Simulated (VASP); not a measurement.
# MgF2 (P4_2/mnm) in VASP: further runs

MgF2 is run at these levels: PBE; tasks: single point.

All numbers are computed with VASP 6.6.1; they aren't measurements. Logs are shortened: lines on timing, memory, paths and dates and some standing lists are left out, and cuts for length are marked.

### 1 The cell of the first run

The structure is tetragonal, space group P4_2/mnm (No. 136). The conventional cell has a = 4.296 Å, b = 4.296 Å, c = 2.876 Å, α = 90.00°, β = 90.00°, γ = 90.00°. Within 2.4 Å of Mg (site symmetry mmm) lie 6 F at 1.83 to 1.88 Å. Within 2.5 Å of F (site symmetry m2m) lie 3 Mg at 1.83 to 1.88 Å and 1 F at 2.42 Å.

### 2 Single point, PBE

Contents of INCAR:

```
SYSTEM = MgF2
  PREC = Accurate
  ENCUT = 600
  EDIFF = 1E-6
  ISMEAR = 0
  SIGMA = 0.01
  LREAL = .FALSE.
  LASPH = .TRUE.
  NELM = 120
  ALGO = Normal
  ISIF = 2
  LWAVE = .FALSE.
  LCHARG = .FALSE.
  GGA = PE
  NBANDS = 25
  GGA_COMPAT = .FALSE.
```

Contents of KPOINTS:

```
Automatic mesh
0
G
  4 4 6
  0 0 0
```

Contents of POSCAR:

```
MgF2
1.0
    4.2960354381      0.0000000000      0.0000000000
    0.0000000000      4.2960354381      0.0000000000
    0.0000000000      0.0000000000      2.8757639938
Mg F
2 4
Direct
    0.0000000000      0.0000000000      0.0000000000
    0.5000000000      0.5000000000      0.5000000000
    0.3009645914      0.3009645914      0.0000000000
    0.1990354086      0.8009645914      0.5000000000
    0.6990354086      0.6990354086      0.0000000000
    0.8009645914      0.1990354086      0.5000000000
```

Potentials or basis: VASP PAW PBE potentials, release 64 (Mg, F).

Command:

```bash
cat potpaw_PBE.64/Mg/POTCAR potpaw_PBE.64/F/POTCAR > POTCAR
mpirun -np 1 vasp_std > vasp.out
```

OUTCAR:

```text
SYSTEM = MgF2
   PREC = Accurate
   ENCUT = 600
   EDIFF = 1E-6
   ISMEAR = 0
   LREAL = .FALSE.
   LASPH = .TRUE.
   NELM = 120
   ISIF = 2
   GGA = PE

 ion  position               nearest neighbor table
   1  0.000  0.000  0.000-   3 1.83   5 1.83   4 1.88   6 1.88   4 1.88   6 1.88   2 3.36   2 3.36
                             2 3.36   2 3.36   2 3.36   2 3.36   2 3.36   2 3.36
   2  0.500  0.500  0.500-   4 1.83   6 1.83   5 1.88   3 1.88   3 1.88   5 1.88   1 3.36   1 3.36
                             1 3.36   1 3.36   1 3.36   1 3.36   1 3.36   1 3.36
   3  0.301  0.301  0.000-   1 1.83   2 1.88   2 1.88
   4  0.199  0.801  0.500-   2 1.83   1 1.88   1 1.88
   5  0.699  0.699  0.000-   1 1.83   2 1.88   2 1.88
   6  0.801  0.199  0.500-   2 1.83   1 1.88   1 1.88

  LATTYP: Found a simple tetragonal cell.
 ALAT       =     4.2960354381
 C/A-ratio  =     0.6693995046

  Lattice vectors:

 A1 = (   4.2960354381,   0.0000000000,   0.0000000000)
 A2 = (   0.0000000000,   4.2960354381,   0.0000000000)
 A3 = (   0.0000000000,   0.0000000000,   2.8757639938)

Analysis of symmetry for initial positions (statically):
=====================================================================
 Subroutine PRICEL returns:
 Original cell was already a primitive cell.

 Routine SETGRP: Setting up the symmetry group for a
 simple tetragonal supercell.

 Subroutine GETGRP returns: Found 16 space group operations
 (whereof  8 operations were pure point group operations)
 out of a pool of 16 trial point group operations.

The static configuration has the point symmetry D_2h.
 The point group associated with its full space group is D_4h.

Analysis of symmetry for dynamics (positions and initial velocities):
=====================================================================
 Subroutine PRICEL returns:
 Original cell was already a primitive cell.

 Routine SETGRP: Setting up the symmetry group for a
 simple tetragonal supercell.

 Subroutine GETGRP returns: Found 16 space group operations
 (whereof  8 operations were pure point group operations)
 out of a pool of 16 trial point group operations.

The dynamic configuration has the point symmetry D_2h.
 The point group associated with its full space group is D_4h.

 Subroutine INISYM returns: Found 16 space group operations
 (whereof  8 operations are pure point group operations),
 and found     1 'primitive' translations

----------------------------------------------------------------------------------------

                                     Primitive cell

  volume of cell :      53.0749

  direct lattice vectors                    reciprocal lattice vectors
     4.296035438  0.000000000  0.000000000     0.232772754  0.000000000  0.000000000
     0.000000000  4.296035438  0.000000000     0.000000000  0.232772754  0.000000000
     0.000000000  0.000000000  2.875763994     0.000000000  0.000000000  0.347733681

  length of vectors
     4.296035438  4.296035438  2.875763994     0.232772754  0.232772754  0.347733681

  position of ions in fractional coordinates (direct lattice)
     0.000000000  0.000000000  0.000000000
     0.500000000  0.500000000  0.500000000
     0.300964591  0.300964591  0.000000000
     0.199035409  0.800964591  0.500000000
     0.699035409  0.699035409  0.000000000
     0.800964591  0.199035409  0.500000000

  ion indices of the primitive-cell ions
   primitive index   ion index
                 1           1
                 2           2
                 3           3
                 4           4
                 5           5
                 6           6

----------------------------------------------------------------------------------------

 KPOINTS: Automatic mesh

Automatic generation of k-mesh.
 Grid dimensions read from file:
 generate k-points for:    4    4    6

 Generating k-lattice:

  Cartesian coordinates                     Fractional coordinates (reciprocal lattice)
     0.058193188  0.000000000  0.000000000     0.250000000  0.000000000  0.000000000
     0.000000000  0.058193188  0.000000000     0.000000000  0.250000000  0.000000000
     0.000000000  0.000000000  0.057955614     0.000000000  0.000000000  0.166666667

  Length of vectors
     0.058193188  0.058193188  0.057955614

  Shift w.r.t. Gamma in fractional coordinates (k-lattice)
     0.000000000  0.000000000  0.000000000

 Subroutine IBZKPT returns following result:
 ===========================================

 Found     24 irreducible k-points:

 Following reciprocal coordinates:
            Coordinates               Weight
  0.000000  0.000000  0.000000      1.000000
  0.250000  0.000000  0.000000      4.000000
  0.500000  0.000000  0.000000      2.000000
  0.250000  0.250000  0.000000      4.000000
  0.500000  0.250000  0.000000      4.000000
  0.500000  0.500000  0.000000      1.000000
[... 16 lines left out ...]
  0.500000  0.250000  0.500000      4.000000
  0.500000  0.500000  0.500000      1.000000
   k-points           NKPTS =     24   k-points in BZ     NKDIM =     24   number of bands    NBANDS=     25
   number of dos      NEDOS =    301   number of ions     NIONS =      6
   total plane-waves  NPLWV =  31104
   dimension x,y,z NGX =    36 NGY =   36 NGZ =   24
   dimension x,y,z NGXF=    72 NGYF=   72 NGZF=   48
   ions per type =               2   4
   NGX,Y,Z   is equivalent  to a cutoff of  13.93, 13.93, 13.87 a.u.
   NGXF,Y,Z  is equivalent  to a cutoff of  27.86, 27.86, 27.75 a.u.
 SYSTEM =  MgF2
   PREC   = accura    normal or accurate (medium, high low for compatibility)
   ISTART =      0    job   : 0-new  1-cont  2-samecut
   ICHARG =      2    charge: 1-file 2-atom 10-const
   ISPIN  =      1    spin polarized calculation?
   LNONCOLLINEAR =      F non collinear calculations
   LSORBIT =      F    spin-orbit coupling
   LASPH  =      T    aspherical Exc in radial PAW
   ENCUT  =  600.0 eV  44.10 Ry    6.64 a.u.   8.58  8.58  5.74*2*pi/ulx,y,z
   NELM   =    120;   NELMIN=  2; NELMDL= -5     # of ELM steps
   EDIFF  = 0.1E-05   stopping-criterion for ELM
   LREAL  =      F    real-space projection
   EDIFFG = 0.1E-04   stopping-criterion for IOM
   NSW    =      0    number of steps for IOM
   IBRION =     -1    ionic relax: 0-MD 1-quasi-New 2-CG
   NFREE  =      0    steps in history (QN), initial steepest desc. (CG)
   ISIF   =      2    stress and relaxation
   ISYM   =      2    0-nonsym 1-usesym 2-fastsym
   POTIM  = 0.5000    time-step for ionic-motion
   TEBEG  =    0.0;   TEEND  =   0.0 temperature during run
   PSTRESS=    0.0 pullay stress
   NELECT =      32.0000    total number of electrons
   NUPDOWN=      -1.0000    fix difference up-down
   EMIN   =  10.00;   EMAX   =-10.00  energy-range for DOS
   EFERMI =   0.00;   METHOD = LEGACY
   ISMEAR =     0;   SIGMA  =   0.01  broadening in eV -4-tet -1-fermi 0-gaus
   EFERMI_NEDOS =   21; number of points for ismear=-14 and -15
   IALGO  =     38    algorithm
   IMIX   =      4    mixing-type and parameters
     AMIX     =   0.40;   BMIX     =  1.00
     AMIX_MAG =   1.60;   BMIX_MAG =  1.00
  volume/ion in A,a.u.               =       8.85        59.69
  Fermi-wavevector in a.u.,A,eV,Ry     =   1.383020  2.613529 26.024472  1.912745
  Thomas-Fermi vector in A             =   2.507657
   LORBIT       =      0    0 simple, 1 ext, 2 COOP (PROOUT), +10 PAW based schemes
   GGA     = PE    functional components
   LHFCALC =     F    Hartree Fock is set to
   AEXX    =    0.0000 exact exchange contribution
   IVDW    =     0    specifies the selected vdW correction
   LEPSILON=     F    determine dielectric tensor
   LRPA    =     F    only Hartree local field effects (RPA)
 non-spin polarized calculation
 Gauss-broadening in eV      SIGMA  =   0.01
  energy-cutoff  :      600.00
  volume of cell :       53.07
 maximum number of plane-waves:      1790
 NGX is ok and might be reduce to    36
   NGX = 17   NGY = 17   NGZ = 11

 number of electron      31.9999997 magnetization

 Free energy of the ion-electron system (eV)
  ---------------------------------------------------
  ext. energy  EPLUGINS =         0.00000000
  ---------------------------------------------------
  free energy    TOTEN  =       -30.08220622 eV

  energy without entropy =      -30.08220622  energy(sigma->0) =      -30.08220622

 E-fermi :   0.3589     XC(G=0): -10.7764

 val. band max:        0.2387064350   @ k =   0.0000   0.0000   0.0000
 cond. band min:       8.8780118283   @ k =   0.0000   0.0000   0.0000
 fundamental gap:      8.6393053934
 Fermi energy:         0.3589209005

 k-point     1 :       0.0000    0.0000    0.0000
  band No.  band energies     occupation
      1     -21.4039      2.00000
      2     -20.1186      2.00000
      3     -20.1186      2.00000
      4     -19.9683      2.00000
      5      -4.6654      2.00000
      6      -3.2333      2.00000
[... 17 lines left out ...]
     24      21.7264      0.00000
     25      21.7264      0.00000

 k-point     2 :       0.2500    0.0000    0.0000
  band No.  band energies     occupation
      1     -21.2482      2.00000
      2     -20.3818      2.00000
      3     -20.0789      2.00000
      4     -19.9321      2.00000
      5      -4.3913      2.00000
      6      -3.0252      2.00000
[... 17 lines left out ...]
     24      21.0218      0.00000
     25      21.4423      0.00000

 k-point     3 :       0.5000    0.0000    0.0000
  band No.  band energies     occupation
      1     -20.8461      2.00000
      2     -20.8461      2.00000
      3     -19.9898      2.00000
      4     -19.9898      2.00000
      5      -3.7928      2.00000
      6      -3.7928      2.00000
[... 552 lines left out ...]
 k-point    23 :       0.5000    0.2500    0.5000
  band No.  band energies     occupation
      1     -20.3474      2.00000
      2     -20.3474      2.00000
      3     -20.1068      2.00000
      4     -20.1068      2.00000
      5      -4.1284      2.00000
      6      -4.1284      2.00000
[... 17 lines left out ...]
     24      18.0819      0.00000
     25      19.2668      0.00000

 k-point    24 :       0.5000    0.5000    0.5000
  band No.  band energies     occupation
      1     -20.3487      2.00000
      2     -20.3487      2.00000
      3     -20.0985      2.00000
      4     -20.0985      2.00000
      5      -4.3632      2.00000
      6      -4.3632      2.00000
[... 17 lines left out ...]
     24      17.7983      0.00000
     25      19.8793      0.00000

------------------------ aborting loop because EDIFF is reached ----------------------------------------

  FORCE on cell =-STRESS in cart. coord.  units (eV):
  Direction    XX          YY          ZZ          XY          YZ          ZX
  --------------------------------------------------------------------------------------
  -------------------------------------------------------------------------------------
  Total       12.9200546     12.9200546     12.8660320     -0.0000000      0.0000000      0.0000000
  in kB      390.0191913    390.0191913    388.3884064     -0.0000000      0.0000000      0.0000000
  external PRESSURE =     389.4755964 kB  Pullay stress =       0.0000000 kB

 VOLUME and BASIS-vectors are now :
 -----------------------------------------------------------------------------
  energy-cutoff  :      600.00
  volume of cell :       53.07
      direct lattice vectors                 reciprocal lattice vectors
     4.296035438  0.000000000  0.000000000     0.232772754  0.000000000  0.000000000
     0.000000000  4.296035438  0.000000000     0.000000000  0.232772754  0.000000000
     0.000000000  0.000000000  2.875763994     0.000000000  0.000000000  0.347733681

 POSITION                                       TOTAL-FORCE (eV/Angst)
 -----------------------------------------------------------------------------------
      0.00000      0.00000      0.00000         0.000000      0.000000      0.000000
      2.14802      2.14802      1.43788         0.000000      0.000000      0.000000
      1.29295      1.29295      0.00000         0.002318      0.002318     -0.000000
      0.85506      3.44097      1.43788        -0.002318      0.002318      0.000000
      3.00308      3.00308      0.00000        -0.002318     -0.002318      0.000000
      3.44097      0.85506      1.43788         0.002318     -0.002318      0.000000
 -----------------------------------------------------------------------------------
    total drift:                                0.000000      0.000000      0.000000

  FREE ENERGIE OF THE ION-ELECTRON SYSTEM (eV)
  ---------------------------------------------------
  free  energy   TOTEN  =       -30.0822062205 eV

  energy  without entropy=      -30.0822062205  energy(sigma->0) =      -30.08220622
```

Run time: 48 s. Hardware: 1 thread of AMD EPYC 7R13, shared host; peak memory 0.16 GiB.

What came out:

| Quantity | Value |
| --- | --- |
| Free energy | -30.0822 eV |
| Pressure | 38.9 GPa |
| Largest force | 0.003 eV/Å |
| Band gap on the k mesh | 8.64 eV |

Forces in eV/Å, atoms in the order of the input:
```
Mg   0.000  0.000  0.000
Mg   0.000  0.000  0.000
F    0.002  0.002  0.000
F   -0.002  0.002  0.000
F   -0.002 -0.002  0.000
F    0.002 -0.002  0.000
```

Stress tensor (GPa, compression positive):
```
39.00  0.00  0.00
 0.00 39.00  0.00
 0.00  0.00 38.84
```

Caveat: the cell stands under pressure. Expect the measured gap to be larger: semilocal functionals such as PBE lack the derivative discontinuity.

### 3 Single point, PBE

This run uses another cell than the first one, of 9.24 Å³/atom.

Contents of INCAR:

```
PREC = Accurate
ENCUT = 600
EDIFF = 1E-6
ISMEAR = 0
SIGMA = 0.01
LREAL = F
LASPH = T
NELM = 120
ALGO = Normal
ISIF = 2
LWAVE = F
LCHARG = F
GGA = PE
NBANDS = 25
GGA_COMPAT = F
```

Contents of KPOINTS:

```
Automatic mesh
0
Gamma
  4 4 6
```

Contents of POSCAR:

```
MgF2
1.0
    4.3626467273      0.0000000000      0.0000000000
    0.0000000000      4.3626467273      0.0000000000
    0.0000000000      0.0000000000      2.9143111137
Mg F
2 4
Direct
    0.0000000000      0.0000000000      0.0000000000
    0.5000000000      0.5000000000      0.5000000000
    0.3011838947      0.3011838947      0.0000000000
    0.1988161053      0.8011838947      0.5000000000
    0.6988161053      0.6988161053      0.0000000000
    0.8011838947      0.1988161053      0.5000000000
```

Potentials or basis: VASP PAW PBE potentials, release 64 (Mg, F).

Command:

```bash
cat potpaw_PBE.64/Mg/POTCAR potpaw_PBE.64/F/POTCAR > POTCAR
mpirun -np 1 vasp_std > vasp.out
```

Run time: 57 s. Hardware: 1 thread of AMD EPYC 7R13, shared host; peak memory 0.16 GiB.

It converged, with:

- Free energy: -30.5969 eV
- Pressure: 28.8 GPa
- Band gap on the k mesh: 8.29 eV

Stress tensor (GPa, compression positive):
```
28.89  0.00  0.00
 0.00 28.89  0.00
 0.00  0.00 28.75
```

Levels at points of the mesh, in eV from the valence-band top:
```csv
k point,band 14,band 15,band 16,band 17,band 18,band 19
"(0.00, 0.00, 0.00)",-0.33,-0.33,0.00,8.29,13.35,13.35
"(0.50, 0.00, 0.00)",-1.12,-0.45,-0.45,10.86,10.86,14.65
"(0.50, 0.50, 0.00)",-1.11,-0.98,-0.98,12.52,12.52,13.01
"(0.00, 0.00, 0.50)",-1.54,-1.06,-1.06,13.22,13.22,16.10
"(0.50, 0.00, 0.50)",-0.86,-0.82,-0.82,14.07,14.07,15.02
"(0.50, 0.50, 0.50)",-0.77,-0.53,-0.53,14.24,14.24,15.17
```

Caveat: the cell stands under pressure.

### 4 Single point, PBE

This run uses another cell than the first one, of 9.74 Å³/atom.

Contents of INCAR:

```
SYSTEM = MgF2
  ALGO = Normal
  EDIFF = 1E-6
  ENCUT = 600
  GGA = PE
  GGA_COMPAT = .False.
  ISIF = 2
  ISMEAR = 0
  LASPH = .True.
  LCHARG = .False.
  LREAL = .False.
  LWAVE = .False.
  NBANDS = 25
  NELM = 120
  PREC = Accurate
  SIGMA = 0.01
```

Contents of KPOINTS:

```
k-points
0
Gamma
  4 4 6
  0 0 0
```

Contents of POSCAR:

```
MgF2
1.0
    4.4436265860      0.0000000000      0.0000000000
    0.0000000000      4.4436265860      0.0000000000
    0.0000000000      0.0000000000      2.9600073577
Mg F
2 4
Direct
    0.0000000000      0.0000000000      0.0000000000
    0.5000000000      0.5000000000      0.5000000000
    0.3015226857      0.3015226857      0.0000000000
    0.1984773143      0.8015226857      0.5000000000
    0.6984773143      0.6984773143      0.0000000000
    0.8015226857      0.1984773143      0.5000000000
```

Command:

```bash
cat potpaw_PBE.64/Mg/POTCAR potpaw_PBE.64/F/POTCAR > POTCAR
mpirun -np 1 vasp_std > vasp.out
```

It took 70 s on 1 thread of AMD EPYC 7R13, shared host; peak memory 0.16 GiB.

The run converged. Its results:

```yaml
Free_energy: -31.0497 eV
Pressure: 18.8 GPa
Band_gap_on_the_k_mesh: 7.89 eV
```

Stress tensor (GPa, compression positive):
```
18.88  0.00  0.00
 0.00 18.88  0.00
 0.00  0.00 18.78
```

Levels at points of the mesh, in eV from the valence-band top:
```csv
k point,band 13,band 14,band 15,band 16,band 17,band 18,band 19,band 20
"(0.00, 0.00, 0.00)",-0.75,-0.33,-0.33,0.00,7.89,12.99,12.99,14.27
"(0.50, 0.00, 0.00)",-1.07,-1.07,-0.42,-0.42,10.41,10.41,14.28,14.28
"(0.50, 0.50, 0.00)",-1.06,-1.06,-0.91,-0.91,12.11,12.11,12.41,12.41
"(0.00, 0.00, 0.50)",-1.40,-1.40,-0.99,-0.99,12.76,12.76,15.73,15.73
"(0.50, 0.00, 0.50)",-0.82,-0.82,-0.77,-0.77,13.63,13.63,14.53,14.53
"(0.50, 0.50, 0.50)",-0.72,-0.72,-0.51,-0.51,13.95,13.95,14.55,14.55
```

Caveat: the cell stands under pressure.

### 5 Single point, PBE

This run uses another cell than the first one, of 10.40 Å³/atom.

Contents of INCAR:

```
SYSTEM = MgF2
PREC = Accurate
ENCUT = 600
EDIFF = 1E-6
ISMEAR = 0
SIGMA = 0.01
LREAL = .FALSE.
LASPH = .TRUE.
NELM = 120
ALGO = Normal
ISIF = 2
LWAVE = .FALSE.
LCHARG = .FALSE.
GGA = PE
NBANDS = 25
GGA_COMPAT = .FALSE.
```

Contents of KPOINTS:

```
Automatic mesh
0
G
  4 4 6
  0 0 0
```

Contents of POSCAR:

```
MgF2
1.0
    4.5479975077      0.0000000000      0.0000000000
    0.0000000000      4.5479975077      0.0000000000
    0.0000000000      0.0000000000      3.0176191423
Mg F
2 4
Direct
    0.0000000000      0.0000000000      0.0000000000
    0.5000000000      0.5000000000      0.5000000000
    0.3021468955      0.3021468955      0.0000000000
    0.1978531045      0.8021468955      0.5000000000
    0.6978531045      0.6978531045      0.0000000000
    0.8021468955      0.1978531045      0.5000000000
```

Command:

```bash
cat potpaw_PBE.64/Mg/POTCAR potpaw_PBE.64/F/POTCAR > POTCAR
mpirun -np 1 vasp_std > vasp.out
```

Run time: 70 s. Hardware: 1 thread of AMD EPYC 7R13, shared host; peak memory 0.16 GiB.

Results (log left out):

* Free energy: -31.4022 eV
* Pressure: 8.9 GPa
* Band gap on the k mesh: 7.40 eV

Forces in eV/Å, atoms in the order of the input:
```
Mg   0.000  0.000  0.000
Mg   0.000  0.000  0.000
F    0.002  0.002  0.000
F   -0.002  0.002  0.000
F   -0.002 -0.002  0.000
F    0.002 -0.002  0.000
```

Stress tensor (GPa, compression positive):
```
8.91 0.00 0.00
0.00 8.91 0.00
0.00 0.00 8.80
```

Levels at points of the mesh, in eV from the valence-band top:
| k point | band 14 | band 15 | band 16 | band 17 | band 18 | band 19 |
| --- | --- | --- | --- | --- | --- | --- |
| (0.00, 0.00, 0.00) | -0.33 | -0.33 | 0.00 | 7.40 | 12.54 | 12.54 |
| (0.50, 0.00, 0.00) | -1.01 | -0.39 | -0.39 | 9.86 | 9.86 | 13.81 |
| (0.50, 0.50, 0.00) | -1.00 | -0.82 | -0.82 | 11.62 | 11.62 | 11.69 |
| (0.00, 0.00, 0.50) | -1.25 | -0.90 | -0.90 | 12.20 | 12.20 | 15.26 |
| (0.50, 0.00, 0.50) | -0.76 | -0.70 | -0.70 | 13.10 | 13.10 | 13.89 |
| (0.50, 0.50, 0.50) | -0.65 | -0.49 | -0.49 | 13.58 | 13.58 | 13.79 |

Caveat: the cell stands under pressure.

### 6 Summary

```csv
cell,gap on the mesh (eV),pressure (GPa)
"a = 4.296, b = 4.296, c = 2.876 Å, 6 atoms",8.64,38.9
"a = 4.363, b = 4.363, c = 2.914 Å, 6 atoms",8.29,28.8
"a = 4.444, b = 4.444, c = 2.960 Å, 6 atoms",7.89,18.8
"a = 4.548, b = 4.548, c = 3.018 Å, 6 atoms",7.40,8.9
```

Alike in all rows: task single point; level PBE; potentials or basis VASP PAW PBE potentials, release 64 (Mg, F); no spin polarisation; k mesh 4 × 4 × 6; cutoff (eV) 600; smearing gaussian 0.01 eV.

Caveats: the cell stands under pressure.

Total energies depend on the potentials used, so only differences within one code and one set of settings carry meaning.
